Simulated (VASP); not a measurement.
# Ge (Fd-3m) in VASP: further runs, part 2 of 2

VASP 6.6.1.

### 3 Single point, r2SCAN

POSCAR

```
Ge
1.0
    0.0000000000      2.8287700000      2.8287700000
    2.8287700000      0.0000000000      2.8287700000
    2.8287700000      2.8287700000      0.0000000000
Ge
2
Direct
    0.5000000000      0.5000000000      0.5000000000
    0.7500000000      0.7500000000      0.7500000000
```

INCAR.step1

```
SYSTEM = Ge
PREC     = Accurate       ! precision mode
ENCUT    = 520            ! plane-wave cutoff, eV
ISMEAR   = 0              ! smearing method
SIGMA    = 0.05           ! smearing width, eV
LREAL    = .FALSE.        ! projectors in reciprocal space
LASPH    = .TRUE.         ! aspherical terms in the spheres
NELM     = 80             ! most SCF steps
NBANDS   = 21             ! bands
GGA      = PE             ! functional
ALGO     = Normal         ! electronic algorithm
EDIFF    = 1E-4           ! SCF threshold, eV
LWAVE    = .TRUE.         ! write WAVECAR
LCHARG   = .FALSE.        ! write CHGCAR
```

INCAR.step2

```
SYSTEM = Ge
PREC     = Accurate       ! precision mode
ENCUT    = 520            ! plane-wave cutoff, eV
EDIFF    = 1E-6           ! SCF threshold, eV
ISMEAR   = 0              ! smearing method
SIGMA    = 0.05           ! smearing width, eV
LREAL    = .FALSE.        ! projectors in reciprocal space
LASPH    = .TRUE.         ! aspherical terms in the spheres
NELM     = 80             ! most SCF steps
ALGO     = Normal         ! electronic algorithm
ISIF     = 2              ! what is computed and relaxed
LWAVE    = .FALSE.        ! write WAVECAR
LCHARG   = .FALSE.        ! write CHGCAR
METAGGA  = R2SCAN         ! meta-GGA
LMIXTAU  = .TRUE.       
NBANDS   = 21             ! bands
ISTART   = 1
```

KPOINTS

```
Automatic mesh
0
G
  12 12 12
  0 0 0
```

Potentials or basis: VASP PAW PBE potentials, release 64 (Ge_d).

Command:

```
> cat potpaw_PBE.64/Ge_d/POTCAR > POTCAR
> cp INCAR.step1 INCAR
> mpirun -np 1 vasp_std > vasp.out
> cp INCAR.step2 INCAR
> mpirun -np 1 vasp_std > vasp.out
```

OUTCAR:

```text
SYSTEM = Ge
   PREC = Accurate
   ENCUT = 520
   EDIFF = 1E-6
   ISMEAR = 0
   LREAL = .FALSE.
   LASPH = .TRUE.
   NELM = 80
   ISIF = 2
   METAGGA = R2SCAN
   ISTART = 1

 ion  position               nearest neighbor table
   1  0.500  0.500  0.500-   2 2.45   2 2.45   2 2.45   2 2.45
   2  0.750  0.750  0.750-   1 2.45   1 2.45   1 2.45   1 2.45

  LATTYP: Found a face centered cubic cell.
 ALAT       =     5.6575400000

  Lattice vectors:

 A1 = (   0.0000000000,   2.8287700000,   2.8287700000)
 A2 = (   2.8287700000,   0.0000000000,   2.8287700000)
 A3 = (   2.8287700000,   2.8287700000,   0.0000000000)

Analysis of symmetry for initial positions (statically):
=====================================================================
 Subroutine PRICEL returns:
 Original cell was already a primitive cell.

 Routine SETGRP: Setting up the symmetry group for a
 face centered cubic supercell.

 Subroutine GETGRP returns: Found 48 space group operations
 (whereof 24 operations were pure point group operations)
 out of a pool of 48 trial point group operations.

The static configuration has the point symmetry T_d .
 The point group associated with its full space group is O_h .

Analysis of symmetry for dynamics (positions and initial velocities):
=====================================================================
 Subroutine PRICEL returns:
 Original cell was already a primitive cell.

 Routine SETGRP: Setting up the symmetry group for a
 face centered cubic supercell.

 Subroutine GETGRP returns: Found 48 space group operations
 (whereof 24 operations were pure point group operations)
 out of a pool of 48 trial point group operations.

The dynamic configuration has the point symmetry T_d .
 The point group associated with its full space group is O_h .

 Subroutine INISYM returns: Found 48 space group operations
 (whereof 24 operations are pure point group operations),
 and found     1 'primitive' translations

----------------------------------------------------------------------------------------

                                     Primitive cell

  volume of cell :      45.2713

  direct lattice vectors                    reciprocal lattice vectors
     0.000000000  2.828770000  2.828770000    -0.176755268  0.176755268  0.176755268
     2.828770000  0.000000000  2.828770000     0.176755268 -0.176755268  0.176755268
     2.828770000  2.828770000  0.000000000     0.176755268  0.176755268 -0.176755268

  length of vectors
     4.000484899  4.000484899  4.000484899     0.306149105  0.306149105  0.306149105

  position of ions in fractional coordinates (direct lattice)
     0.500000000  0.500000000  0.500000000
     0.750000000  0.750000000  0.750000000

  ion indices of the primitive-cell ions
   primitive index   ion index
                 1           1
                 2           2

----------------------------------------------------------------------------------------

 KPOINTS: Automatic mesh

Automatic generation of k-mesh.
 Grid dimensions read from file:
 generate k-points for:   12   12   12

 Generating k-lattice:

  Cartesian coordinates                     Fractional coordinates (reciprocal lattice)
    -0.014729606  0.014729606  0.014729606     0.083333333  0.000000000  0.000000000
     0.014729606 -0.014729606  0.014729606     0.000000000  0.083333333  0.000000000
     0.014729606  0.014729606 -0.014729606     0.000000000  0.000000000  0.083333333

  Length of vectors
     0.025512425  0.025512425  0.025512425

  Shift w.r.t. Gamma in fractional coordinates (k-lattice)
     0.000000000  0.000000000  0.000000000

 Subroutine IBZKPT returns following result:
 ===========================================

 Found     72 irreducible k-points:

 Following reciprocal coordinates:
            Coordinates               Weight
  0.000000  0.000000  0.000000      1.000000
  0.083333  0.000000  0.000000      8.000000
  0.166667  0.000000  0.000000      8.000000
  0.250000  0.000000  0.000000      8.000000
  0.333333  0.000000  0.000000      8.000000
  0.416667  0.000000  0.000000      8.000000
[... 16 lines left out ...]
  0.500000  0.166667  0.000000     24.000000
 -0.416667  0.166667  0.000000     24.000000
 [... further k-points ...]
   k-points           NKPTS =     72   k-points in BZ     NKDIM =     72   number of bands    NBANDS=     21
   number of dos      NEDOS =    301   number of ions     NIONS =      2
   total plane-waves  NPLWV =  27000
   dimension x,y,z NGX =    30 NGY =   30 NGZ =   30
   dimension x,y,z NGXF=    60 NGYF=   60 NGZF=   60
   ions per type =               2
   NGX,Y,Z   is equivalent  to a cutoff of  12.47, 12.47, 12.47 a.u.
   NGXF,Y,Z  is equivalent  to a cutoff of  24.93, 24.93, 24.93 a.u.
 SYSTEM =  Ge
   PREC   = accura    normal or accurate (medium, high low for compatibility)
   ISTART =      1    job   : 0-new  1-cont  2-samecut
   ICHARG =      0    charge: 1-file 2-atom 10-const
   ISPIN  =      1    spin polarized calculation?
   LNONCOLLINEAR =      F non collinear calculations
   LSORBIT =      F    spin-orbit coupling
   LASPH  =      T    aspherical Exc in radial PAW
   ENCUT  =  520.0 eV  38.22 Ry    6.18 a.u.   7.44  7.44  7.44*2*pi/ulx,y,z
   NELM   =     80;   NELMIN=  2; NELMDL=  0     # of ELM steps
   EDIFF  = 0.1E-05   stopping-criterion for ELM
   LREAL  =      F    real-space projection
   EDIFFG = 0.1E-04   stopping-criterion for IOM
   NSW    =      0    number of steps for IOM
   IBRION =     -1    ionic relax: 0-MD 1-quasi-New 2-CG
   NFREE  =      0    steps in history (QN), initial steepest desc. (CG)
   ISIF   =      2    stress and relaxation
   ISYM   =      2    0-nonsym 1-usesym 2-fastsym
   POTIM  = 0.5000    time-step for ionic-motion
   TEBEG  =    0.0;   TEEND  =   0.0 temperature during run
   PSTRESS=    0.0 pullay stress
   NELECT =      28.0000    total number of electrons
   NUPDOWN=      -1.0000    fix difference up-down
   EMIN   =  10.00;   EMAX   =-10.00  energy-range for DOS
   EFERMI =   0.00;   METHOD = LEGACY
   ISMEAR =     0;   SIGMA  =   0.05  broadening in eV -4-tet -1-fermi 0-gaus
   EFERMI_NEDOS =   21; number of points for ismear=-14 and -15
   IALGO  =     38    algorithm
   IMIX   =      4    mixing-type and parameters
     AMIX     =   0.40;   BMIX     =  1.00
     AMIX_MAG =   1.60;   BMIX_MAG =  1.00
  volume/ion in A,a.u.               =      22.64       152.75
  Fermi-wavevector in a.u.,A,eV,Ry     =   1.394825  2.635838 26.470653  1.945538
  Thomas-Fermi vector in A             =   2.518337
   LORBIT       =      0    0 simple, 1 ext, 2 COOP (PROOUT), +10 PAW based schemes
   METAGGA = R2SCAN    functional components
   LHFCALC =     F    Hartree Fock is set to
   AEXX    =    0.0000 exact exchange contribution
   IVDW    =     0    specifies the selected vdW correction
   LEPSILON=     F    determine dielectric tensor
   LRPA    =     F    only Hartree local field effects (RPA)
 non-spin polarized calculation
 Gauss-broadening in eV      SIGMA  =   0.05
  energy-cutoff  :      520.00
  volume of cell :       45.27
 maximum number of plane-waves:      1243
 NGX is ok and might be reduce to    30
   NGX = 15   NGY = 15   NGZ = 15

 number of electron      28.0000022 magnetization

 Free energy of the ion-electron system (eV)
  ---------------------------------------------------
  ext. energy  EPLUGINS =         0.00000000
  ---------------------------------------------------
  free energy    TOTEN  =       -27.74324271 eV

  energy without entropy =      -27.74324271  energy(sigma->0) =      -27.74324271

 E-fermi :   5.0113     XC(G=0): -10.8203

 val. band max:        4.8023274410   @ k =   0.0000   0.0000   0.0000
 cond. band min:       5.2071589519   @ k =   0.0000   0.0000   0.0000
 fundamental gap:      0.4048315109
 Fermi energy:         5.0112574653

 k-point     1 :       0.0000    0.0000    0.0000
  band No.  band energies     occupation
      1     -20.6925      2.00000
      2     -20.6925      2.00000
      3     -20.6925      2.00000
      4     -20.6531      2.00000
      5     -20.6531      2.00000
      6     -20.4354      2.00000
[... 13 lines left out ...]
     20      14.7389      0.00000
     21      14.7389      0.00000

 k-point     2 :       0.0833    0.0000    0.0000
  band No.  band energies     occupation
      1     -20.6969      2.00000
      2     -20.6969      2.00000
      3     -20.6913      2.00000
      4     -20.6470      2.00000
      5     -20.6470      2.00000
      6     -20.4409      2.00000
[... 520 lines left out ...]
 k-point    24 :      -0.4167    0.1667    0.0000
  band No.  band energies     occupation
      1     -20.7354      2.00000
      2     -20.7241      2.00000
      3     -20.6511      2.00000
      4     -20.5960      2.00000
      5     -20.5880      2.00000
      6     -20.4935      2.00000
[... 13 lines left out ...]
     20      15.0338      0.00000
     21      15.8313      0.00000

 [... further k-points ...]
[... 5 lines left out ...]
  --------------------------------------------------------------------------------------
  -------------------------------------------------------------------------------------
  Total        0.2054917      0.2054917      0.2054917     -0.0000000      0.0000000     -0.0000000
  in kB        7.2724706      7.2724706      7.2724706     -0.0000000      0.0000000     -0.0000000
  external PRESSURE =       7.2724706 kB  Pullay stress =       0.0000000 kB

 VOLUME and BASIS-vectors are now :
 -----------------------------------------------------------------------------
  energy-cutoff  :      520.00
  volume of cell :       45.27
      direct lattice vectors                 reciprocal lattice vectors
     0.000000000  2.828770000  2.828770000    -0.176755268  0.176755268  0.176755268
     2.828770000  0.000000000  2.828770000     0.176755268 -0.176755268  0.176755268
     2.828770000  2.828770000  0.000000000     0.176755268  0.176755268 -0.176755268

 POSITION                                       TOTAL-FORCE (eV/Angst)
 -----------------------------------------------------------------------------------
      2.82877      2.82877      2.82877        -0.000000     -0.000000     -0.000000
      4.24315      4.24315      4.24315         0.000000      0.000000      0.000000
 -----------------------------------------------------------------------------------
    total drift:                                0.000000     -0.000000     -0.000000

  FREE ENERGIE OF THE ION-ELECTRON SYSTEM (eV)
  ---------------------------------------------------
  free  energy   TOTEN  =       -27.7432427101 eV

  energy  without entropy=      -27.7432427101  energy(sigma->0) =      -27.74324271
```

It took 7.1 min on 1 thread of AMD EPYC 7R13, shared host; peak memory 0.17 GiB.

Results:

| Property | Result |
| --- | --- |
| Free energy | -27.7432 eV |
| Pressure | 0.7 GPa |
| Band gap on the k mesh | 0.40 eV, direct |

Levels at points of the mesh, in eV from the valence-band top:
| k point | band 10 | band 11 | band 12 | band 13 | band 14 | band 15 | band 16 | band 17 | band 18 | band 19 |
| --- | --- | --- | --- | --- | --- | --- | --- | --- | --- | --- |
| (0.00, 0.00, 0.00) | -25.22 | -13.31 | 0.00 | 0.00 | 0.00 | 0.40 | 2.71 | 2.71 | 2.71 | 7.06 |
| (0.50, 0.00, 0.00) | -25.19 | -11.11 | -7.87 | -1.48 | -1.48 | 0.44 | 4.00 | 4.00 | 7.66 | 11.21 |
| (0.50, 0.50, 0.00) | -25.18 | -9.22 | -9.22 | -3.23 | -3.23 | 0.97 | 0.97 | 10.11 | 10.11 | 12.35 |

Caveat: the PAW data sets were made with another functional, which shifts forces and pressure a little.

### 4 Comparison with measurements

Step 2. A measured gap of Ge is 0.744 eV (indirect; 0 K; “Temperature-dependent photoluminescence in Ge: experiment and theory”, 2020, arxiv:2003.00143); the calculated 0.41 eV misses it by -0.34 eV. 3 values of this kind are on record (0.666 to 0.807 eV); this one was drawn at random among those near their median. Spin-orbit coupling on Ge is left out. The value is that of r2SCAN on a finite k mesh, which can miss the band edges, without temperature or zero-point motion.

Step 3. Measured gap of Ge: 0.744 eV (indirect; 0 K; “Temperature-dependent photoluminescence in Ge: experiment and theory”, 2020, arxiv:2003.00143). This calculation gives 0.40 eV (-0.34 eV). 3 values of this kind are on record (0.666 to 0.807 eV); this one was drawn at random among those near their median. Spin-orbit coupling on Ge is left out. The value is that of r2SCAN on a finite k mesh, which can miss the band edges, without temperature or zero-point motion.
